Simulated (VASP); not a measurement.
Write the native input for VASP 6.6.1 that does the following.

```
Task                   : single point
Functional             : PBEsol
Potentials or basis    : VASP PAW PBE potentials, release 64 (Zr_sv)
Cutoff                 : 520 eV
k mesh                 : 13 × 13 × 1
Occupations            : fermi-dirac, width 0.05 eV
Spin                   : no spin polarisation
Dipole correction      : yes
Further INCAR settings : ALGO = Normal; EDIFF = 1e-06; NBANDS = 38
```

The structure of Zr lies in POSCAR:

```
Zr
1.0
    3.0483155759      0.0000000000      0.0000000000
   -1.0161051920      2.8739794865      0.0000000000
    0.0000000000      0.0000000000     18.7991000000
Zr
5
Direct
    0.0000000000      0.0000000000      0.2393720941
    0.5000000000      0.5000000000      0.3642942534
    0.0000000000      0.0000000000      0.4999999969
    0.5000000000      0.5000000000      0.6357056748
    0.0000000000      0.0000000000      0.7606279059
```

These files were run (other wordings do the same):

INCAR

```
SYSTEM = Zr
PREC = Accurate
ENCUT = 520
EDIFF = 1E-6
ISMEAR = -1
SIGMA = 0.05
LREAL = .FALSE.
LASPH = .TRUE.
NELM = 100
ALGO = Normal
ISIF = 2
LWAVE = .FALSE.
LCHARG = .TRUE.
LDIPOL = .TRUE.
IDIPOL = 3
DIPOL = 0.5 0.5 0.500
GGA = PS
LELF = .TRUE.
LVHAR = .TRUE.
LVACPOTAV = .TRUE.
NBANDS = 38
```

KPOINTS

```
Automatic mesh
0
G
  13 13 1
  0 0 0
```

Potentials or basis: VASP PAW PBE potentials, release 64 (Zr_sv).

The run is started by

```sh
$ cat potpaw_PBE.64/Zr_sv/POTCAR > POTCAR
$ mpirun -np 1 vasp_std > vasp.out
```

Results of the run:

```json
{"Largest force": "0.006 eV/Å", "Band gap on the k mesh": "zero (bands 30 and 31 overlap by 0.64 eV)"}
```

Caveat: the PAW data sets were made with another functional, which shifts forces and pressure a little.

It took 5.7 min on 1 thread of Intel(R) Xeon(R) Platinum 8488C (Sapphire Rapids), with other jobs on the host, peak memory 0.4 GiB.
